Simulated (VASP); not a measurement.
# BaTiO3 (R3m) in VASP: single point with r2SCAN

Aim: the single point of BaTiO3 with r2SCAN.

Everything below comes from runs of VASP 6.6.1. Logs are shortened: lines on timing, memory, paths and dates and some standing lists are left out, and cuts for length are marked.

### Step 1. The cell of the first run

It takes space group R3m (No. 160, trigonal). Conventional cell: a = 5.645 Å, b = 5.645 Å, c = 6.940 Å, α = 90.00°, β = 90.00°, γ = 120.00°. Ba (site symmetry 3m) has 12 O at 2.78 to 2.88 Å and 8 Ti at 3.37 to 3.57 Å within 3.7 Å. Within 2.5 Å of Ti (site symmetry 3m) lie 6 O at 1.87 to 2.13 Å. O (site symmetry m) has 2 Ti at 1.87 to 2.13 Å within 2.5 Å. Within 2.5 Å of O (site symmetry m) lie 2 Ti at 1.87 to 2.13 Å.

### Step 2. Single point, r2SCAN

POSCAR

```
BaTiO3
1.0
    7.9931796700      0.0000000000      0.0000000000
    0.0103206100      3.9965798500      0.0000000000
    0.0103206100      0.0103006400      3.9965598900
Ba Ti O
2 2 6
Direct
    0.0000000000      0.0000000000      0.0000000000
    0.5000000000      0.0000000000      0.0000000000
    0.2430000000      0.4860000000      0.4860000000
    0.7430000000      0.4860000000      0.4860000000
    0.2542000000      0.5084000000      0.0185000000
    0.7542000000      0.5084000000      0.0185000000
    0.0092500000      0.5084000000      0.5084000000
    0.5092500000      0.5084000000      0.5084000000
    0.2542000000      0.0185000000      0.5084000000
    0.7542000000      0.0185000000      0.5084000000
```

INCAR.step1

```
SYSTEM = BaTiO3
ALGO     = Normal         ! electronic algorithm
EDIFF    = 1E-4           ! SCF threshold, eV
ENCUT    = 520            ! plane-wave cutoff, eV
GGA      = PE             ! functional
ISMEAR   = -1             ! smearing method
LASPH    = .True.         ! aspherical terms in the spheres
LCHARG   = .False.        ! write CHGCAR
LREAL    = .False.        ! projectors in reciprocal space
LWAVE    = .True.         ! write WAVECAR
NBANDS   = 51             ! bands
NELM     = 100            ! most SCF steps
PREC     = Accurate       ! precision mode
SIGMA    = 0.0258         ! smearing width, eV
```

INCAR.step2

```
SYSTEM = BaTiO3
ALGO     = Normal         ! electronic algorithm
EDIFF    = 1E-7           ! SCF threshold, eV
ENCUT    = 520            ! plane-wave cutoff, eV
ISIF     = 2              ! what is computed and relaxed
ISMEAR   = -1             ! smearing method
ISTART   = 1            
LASPH    = .True.         ! aspherical terms in the spheres
LCHARG   = .False.        ! write CHGCAR
LMIXTAU  = .True.       
LREAL    = .False.        ! projectors in reciprocal space
LWAVE    = .False.        ! write WAVECAR
METAGGA  = R2SCAN         ! meta-GGA
NBANDS   = 51             ! bands
NELM     = 100            ! most SCF steps
PREC     = Accurate       ! precision mode
SIGMA    = 0.0258         ! smearing width, eV
```

KPOINTS

```
k-points
0
Gamma
  3 6 6
  0 0 0
```

Potentials or basis: VASP PAW PBE potentials, release 64 (Ba_sv, Ti_sv, O).

The run is started by

```console
cat potpaw_PBE.64/Ba_sv/POTCAR potpaw_PBE.64/Ti_sv/POTCAR potpaw_PBE.64/O/POTCAR > POTCAR
cp INCAR.step1 INCAR
mpirun -np 1 vasp_std > vasp.out
cp INCAR.step2 INCAR
mpirun -np 1 vasp_std > vasp.out
```

OUTCAR:

```text
SYSTEM = BaTiO3
   EDIFF = 1E-7
   ENCUT = 520
   ISIF = 2
   ISMEAR = -1
   ISTART = 1
   LASPH = .True.
   LREAL = .False.
   METAGGA = R2SCAN
   NELM = 100
   PREC = Accurate

 ion  position               nearest neighbor table
   1  0.000  0.000  0.000-  10 2.78   6 2.78   7 2.78   7 2.82   7 2.82   9 2.82  10 2.82   5 2.82
                             6 2.82   9 2.88   5 2.88   7 2.88   3 3.37   3 3.43   3 3.43   4 3.43
   2  0.500  0.000  0.000-   9 2.78   5 2.78   8 2.78   8 2.82   8 2.82  10 2.82   9 2.82   6 2.82
                             5 2.82  10 2.88   6 2.88   8 2.88   4 3.37   4 3.43   4 3.43   3 3.43
   3  0.243  0.486  0.486-   5 1.87   7 1.87   9 1.87   5 2.13   8 2.13   9 2.13   1 3.37   1 3.43
                             1 3.43   2 3.43   2 3.49   2 3.49   1 3.49   2 3.57
   4  0.743  0.486  0.486-   6 1.87   8 1.87  10 1.87   6 2.13   7 2.13  10 2.13   2 3.37   2 3.43
                             2 3.43   1 3.43   1 3.49   1 3.49   2 3.49   1 3.57
   5  0.254  0.508  0.019-   3 1.87   3 2.13   2 2.78   1 2.82   2 2.82   1 2.88
   6  0.754  0.508  0.019-   4 1.87   4 2.13   1 2.78   2 2.82   1 2.82   2 2.88
   7  0.009  0.508  0.508-   3 1.87   4 2.13   1 2.78   1 2.82   1 2.82   1 2.88
   8  0.509  0.508  0.508-   4 1.87   3 2.13   2 2.78   2 2.82   2 2.82   2 2.88
   9  0.254  0.019  0.508-   3 1.87   3 2.13   2 2.78   1 2.82   2 2.82   1 2.88
  10  0.754  0.019  0.508-   4 1.87   4 2.13   1 2.78   2 2.82   1 2.82   2 2.88

  LATTYP: Found a base centered monoclinic cell.
 ALAT       =     5.6593293132
 B/A-ratio  =     0.9974193105
 C/A-ratio  =     1.4123899189
 COS(beta)  =    -0.0036472908

  Lattice vectors:

 A1 = (  -0.0103206100,  -3.9965798500,   0.0000000000)
 A2 = (  -0.0103206100,  -0.0103006400,  -3.9965598900)
 A3 = (   7.9931796700,   0.0000000000,   0.0000000000)

Analysis of symmetry for initial positions (statically):
=====================================================================
 Subroutine PRICEL returns following result:

  LATTYP: Found a trigonal (rhomboedric) cell.
 ALAT       =     3.9965898350
 COS(alpha) =     0.0025823519

  Lattice vectors:

 A1 = (   3.9965898350,   0.0000000000,   0.0000000000)
 A2 = (   0.0103206100,   3.9965798500,   0.0000000000)
 A3 = (   0.0103206100,   0.0103006400,   3.9965598900)

   2 primitive cells build up your supercell.

 Routine SETGRP: Setting up the symmetry group for a
 base centered monoclinic supercell.

 Subroutine GETGRP returns: Found  2 space group operations
 (whereof  2 operations were pure point group operations)
 out of a pool of  4 trial point group operations.

The static configuration has the point symmetry C_1h.

Analysis of symmetry for dynamics (positions and initial velocities):
=====================================================================
 Subroutine PRICEL returns following result:

  LATTYP: Found a trigonal (rhomboedric) cell.
 ALAT       =     3.9965898350
 COS(alpha) =     0.0025823519

  Lattice vectors:

 A1 = (   3.9965898350,   0.0000000000,   0.0000000000)
 A2 = (   0.0103206100,   3.9965798500,   0.0000000000)
 A3 = (   0.0103206100,   0.0103006400,   3.9965598900)

   2 primitive cells build up your supercell.

 Routine SETGRP: Setting up the symmetry group for a
 base centered monoclinic supercell.

 Subroutine GETGRP returns: Found  2 space group operations
 (whereof  2 operations were pure point group operations)
 out of a pool of  4 trial point group operations.

The dynamic configuration has the point symmetry C_1h.

 Subroutine INISYM returns: Found  2 space group operations
 (whereof  2 operations are pure point group operations),
 and found     2 'primitive' translations

----------------------------------------------------------------------------------------

                                     Primitive cell

  volume of cell :      63.8358

  direct lattice vectors                    reciprocal lattice vectors
     3.996589835  0.000000000  0.000000000     0.250213317 -0.000646141 -0.000644479
     0.010320610  3.996579850  0.000000000     0.000000000  0.250213942 -0.000644896
     0.010320610  0.010300640  3.996559890     0.000000000  0.000000000  0.250215192

  length of vectors
     3.996589835  3.996593176  3.996586490     0.250214981  0.250214773  0.250215192

[... 33 lines left out ...]
  Shift w.r.t. Gamma in fractional coordinates (k-lattice)
     0.000000000  0.000000000  0.000000000

 -----------------------------------------------------------------------------
|                                                                             |
|           W    W    AA    RRRRR   N    N  II  N    N   GGGG   !!!           |
|           W    W   A  A   R    R  NN   N  II  NN   N  G    G  !!!           |
|           W    W  A    A  R    R  N N  N  II  N N  N  G       !!!           |
|           W WW W  AAAAAA  RRRRR   N  N N  II  N  N N  G  GGG   !            |
|           WW  WW  A    A  R   R   N   NN  II  N   NN  G    G                |
|           W    W  A    A  R    R  N    N  II  N    N   GGGG   !!!           |
|                                                                             |
|     Your reciprocal lattice and k-lattice belong to different lattice       |
|     classes:                                                                |
|                                                                             |
|        The reciprocal lattice is base-centered monoclinic,                  |
|        whereas your k-lattice is rhombohedral (trigonal).                   |
|                                                                             |
|     Results are often still useful ...                                      |
|                                                                             |
 -----------------------------------------------------------------------------

 Subroutine IBZKPT returns following result:
 ===========================================

 Found     34 irreducible k-points:

 Following reciprocal coordinates:
            Coordinates               Weight
  0.000000  0.000000  0.000000      1.000000
  0.333333  0.000000  0.000000      2.000000
  0.000000  0.166667  0.000000      4.000000
  0.333333  0.166667  0.000000      4.000000
 -0.333333  0.166667  0.000000      4.000000
  0.000000  0.333333 -0.000000      4.000000
[... 16 lines left out ...]
  0.000000 -0.166667  0.166667      2.000000
  0.333333 -0.166667  0.166667      4.000000
 [... further k-points ...]
   k-points           NKPTS =     34   k-points in BZ     NKDIM =     34   number of bands    NBANDS=     51
   number of dos      NEDOS =    301   number of ions     NIONS =     10
   total plane-waves  NPLWV =  54000
   dimension x,y,z NGX =    60 NGY =   30 NGZ =   30
   dimension x,y,z NGXF=   120 NGYF=   60 NGZF=   60
   ions per type =               2   2   6
   NGX,Y,Z   is equivalent  to a cutoff of  12.48, 12.48, 12.48 a.u.
   NGXF,Y,Z  is equivalent  to a cutoff of  24.96, 24.96, 24.96 a.u.
 SYSTEM =  BaTiO3
   PREC   = accura    normal or accurate (medium, high low for compatibility)
   ISTART =      1    job   : 0-new  1-cont  2-samecut
   ICHARG =      0    charge: 1-file 2-atom 10-const
   ISPIN  =      1    spin polarized calculation?
   LNONCOLLINEAR =      F non collinear calculations
   LSORBIT =      F    spin-orbit coupling
   LASPH  =      T    aspherical Exc in radial PAW
   ENCUT  =  520.0 eV  38.22 Ry    6.18 a.u.  14.86  7.43  7.43*2*pi/ulx,y,z
   NELM   =    100;   NELMIN=  2; NELMDL=  0     # of ELM steps
   EDIFF  = 0.1E-06   stopping-criterion for ELM
   LREAL  =      F    real-space projection
   EDIFFG = 0.1E-05   stopping-criterion for IOM
   NSW    =      0    number of steps for IOM
   IBRION =     -1    ionic relax: 0-MD 1-quasi-New 2-CG
   NFREE  =      0    steps in history (QN), initial steepest desc. (CG)
   ISIF   =      2    stress and relaxation
   ISYM   =      2    0-nonsym 1-usesym 2-fastsym
   POTIM  = 0.5000    time-step for ionic-motion
   TEBEG  =    0.0;   TEEND  =   0.0 temperature during run
   PSTRESS=    0.0 pullay stress
   NELECT =      80.0000    total number of electrons
   NUPDOWN=      -1.0000    fix difference up-down
   EMIN   =  10.00;   EMAX   =-10.00  energy-range for DOS
   EFERMI =   0.00;   METHOD = LEGACY
   ISMEAR =    -1;   SIGMA  =   0.03  broadening in eV -4-tet -1-fermi 0-gaus
   EFERMI_NEDOS =   21; number of points for ismear=-14 and -15
   IALGO  =     38    algorithm
   IMIX   =      4    mixing-type and parameters
     AMIX     =   0.40;   BMIX     =  1.00
     AMIX_MAG =   1.60;   BMIX_MAG =  1.00
  volume/ion in A,a.u.               =      12.77        86.16
  Fermi-wavevector in a.u.,A,eV,Ry     =   1.400899  2.647314 26.701663  1.962517
  Thomas-Fermi vector in A             =   2.523813
   LORBIT       =      0    0 simple, 1 ext, 2 COOP (PROOUT), +10 PAW based schemes
   METAGGA = R2SCAN    functional components
   LHFCALC =     F    Hartree Fock is set to
   AEXX    =    0.0000 exact exchange contribution
   IVDW    =     0    specifies the selected vdW correction
   LEPSILON=     F    determine dielectric tensor
   LRPA    =     F    only Hartree local field effects (RPA)
 non-spin polarized calculation
  energy-cutoff  :      520.00
  volume of cell :      127.67
 maximum number of plane-waves:      3470
   NGX = 29   NGY = 15   NGZ = 15

 number of electron      80.0000004 magnetization

 Free energy of the ion-electron system (eV)
  ---------------------------------------------------
  ext. energy  EPLUGINS =         0.00000000
  ---------------------------------------------------
  free energy    TOTEN  =      -148.48649052 eV

  energy without entropy =     -148.48649052  energy(sigma->0) =     -148.48649052

 E-fermi :   4.1940     XC(G=0): -11.9259

 val. band max:        3.5090390321   @ k =   0.0000   0.5000   0.5000
 cond. band min:       6.2718374045   @ k =   0.0000   0.0000   0.0000
 fundamental gap:      2.7627983724
 Fermi energy:         4.1940258722

 k-point     1 :       0.0000    0.0000    0.0000
  band No.  band energies     occupation
      1     -54.9841      2.00000
      2     -54.9829      2.00000
      3     -30.2508      2.00000
      4     -30.1911      2.00000
      5     -30.1911      2.00000
      6     -30.1890      2.00000
[... 1285 lines left out ...]
     50      10.3312      0.00000
     51      10.5138      0.00000

 [... further k-points ...]

------------------------ aborting loop because EDIFF is reached ----------------------------------------

  FORCE on cell =-STRESS in cart. coord.  units (eV):
  Direction    XX          YY          ZZ          XY          YZ          ZX
  --------------------------------------------------------------------------------------
  -------------------------------------------------------------------------------------
  Total        3.9687919      3.9693841      3.9698314     -0.0896272     -0.0893401     -0.0893869
  in kB       49.8051807     49.8126123     49.8182249     -1.1247497     -1.1211469     -1.1217348
  external PRESSURE =      49.8120060 kB  Pullay stress =       0.0000000 kB

 VOLUME and BASIS-vectors are now :
 -----------------------------------------------------------------------------
  energy-cutoff  :      520.00
  volume of cell :      127.67
      direct lattice vectors                 reciprocal lattice vectors
     7.993179670  0.000000000  0.000000000     0.125106659 -0.000323070 -0.000322239
     0.010320610  3.996579850  0.000000000     0.000000000  0.250213942 -0.000644896
     0.010320610  0.010300640  3.996559890     0.000000000  0.000000000  0.250215192

 POSITION                                       TOTAL-FORCE (eV/Angst)
 -----------------------------------------------------------------------------------
      0.00000      0.00000      0.00000        -0.041845     -0.041740     -0.041633
      3.99659      0.00000      0.00000        -0.041845     -0.041740     -0.041633
      1.95237      1.94734      1.94233         0.139004      0.138641      0.138284
      5.94896      1.94734      1.94233         0.139004      0.138641      0.138284
      2.03730      2.03205      0.07394         0.055770      0.055631     -0.208985
      6.03389      2.03205      0.07394         0.055770      0.055631     -0.208985
      0.08443      2.03710      2.03185        -0.208700      0.056310      0.056165
      4.08102      2.03710      2.03185        -0.208700      0.056310      0.056165
      2.03730      0.07917      2.03185         0.055770     -0.208841      0.056169
      6.03389      0.07917      2.03185         0.055770     -0.208841      0.056169
 -----------------------------------------------------------------------------------
    total drift:                               -0.004215     -0.004072     -0.004299

  FREE ENERGIE OF THE ION-ELECTRON SYSTEM (eV)
  ---------------------------------------------------
  free  energy   TOTEN  =      -148.4864905163 eV

  energy  without entropy=     -148.4864905163  energy(sigma->0) =     -148.48649052
```

It took 12 min on 1 thread of Intel Xeon Platinum 8259CL at 2.50GHz (Skylake/Cascade Lake), shared host; peak memory 0.37 GiB.

What came out:

- Free energy: -148.4865 eV
- Pressure: 5.0 GPa
- Largest force: 0.240 eV/Å
- Band gap on the k mesh: 2.76 eV

Forces in eV/Å, atoms in the order of the input:
```
Ba  -0.042 -0.042 -0.042
Ba  -0.042 -0.042 -0.042
Ti   0.139  0.139  0.138
Ti   0.139  0.139  0.138
O    0.056  0.056 -0.209
O    0.056  0.056 -0.209
O   -0.209  0.056  0.056
O   -0.209  0.056  0.056
O    0.056 -0.209  0.056
O    0.056 -0.209  0.056
```

Caveat: the cell stands under pressure; the PAW data sets were made with another functional, which shifts forces and pressure a little; spin-orbit coupling is left out, which moves the levels of the heavy elements. A k mesh can miss the band edges.
